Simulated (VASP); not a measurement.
Write the native input for VASP 6.6.1 that does the following.

| Quantity | Value |
| --- | --- |
| Task | single point |
| Functional | PBE |
| Dispersion | D3(BJ) |
| Potentials or basis | VASP PAW PBE potentials, release 64 (Al, H) |
| Cutoff | 520 eV |
| k mesh | 6 × 6 × 1 |
| Occupations | gaussian, width 0.1 eV |
| Spin | no spin polarisation |
| Dipole correction | yes |
| Further INCAR settings | ALGO = Normal; EDIFF = 1e-06; NBANDS = 30 |

The structure of Al12H lies in POSCAR:

```
Al12H
1.0
    5.6314608525      0.0000000000      0.0000000000
   -2.8157304263      4.8769881587      0.0000000000
    0.0000000000      0.0000000000     21.5684292007
Al H
12 1
Direct
    0.3333333333      0.1666666667      0.1854562501
    0.3333333333      0.6666666667      0.1854562501
    0.8333333333      0.1666666667      0.1854562501
    0.8333333333      0.6666666667      0.1854562501
    0.1666666667      0.3333333333      0.2913950739
    0.1666666667      0.8333333333      0.2913950739
    0.6666666667      0.3333333333      0.2913950739
    0.6666666667      0.8333333333      0.2913950739
    0.0000000000      0.0000000000      0.3972671872
    0.0000000000      0.5000000000      0.3972671872
    0.5000000000      0.0000000000      0.3972671872
    0.5000000000      0.5000000000      0.3972671872
    0.0000000000      0.2500000000      0.4992681247
```

These files were run (other wordings do the same):

INCAR

```
PREC = Accurate ; ENCUT = 520
EDIFF = 1E-6 ; ISMEAR = 0
SIGMA = 0.1 ; LREAL = False
LASPH = True ; NELM = 60
ALGO = Normal ; ISIF = 2
LWAVE = False ; LCHARG = True
LDIPOL = True ; IDIPOL = 3
DIPOL = 0.5 0.5 0.307 ; GGA = PE
IVDW = 12 ; LELF = True
LVHAR = True ; LVACPOTAV = True
NBANDS = 30
```

KPOINTS

```
Automatic mesh
0
Gamma
  6 6 1
```

Potentials or basis: VASP PAW PBE potentials, release 64 (Al, H).

Launch:

```console
$ cat potpaw_PBE.64/Al/POTCAR potpaw_PBE.64/H/POTCAR > POTCAR
$ mpirun -np 1 vasp_std > vasp.out
```

Results of the run:

* Largest force: 1.411 eV/Å
* Dispersion energy per atom: -0.226 eV

It took 5.3 min on 1 thread of Intel(R) Xeon(R) 6975P-C (Granite Rapids) (shared host), peak memory 0.67 GiB.
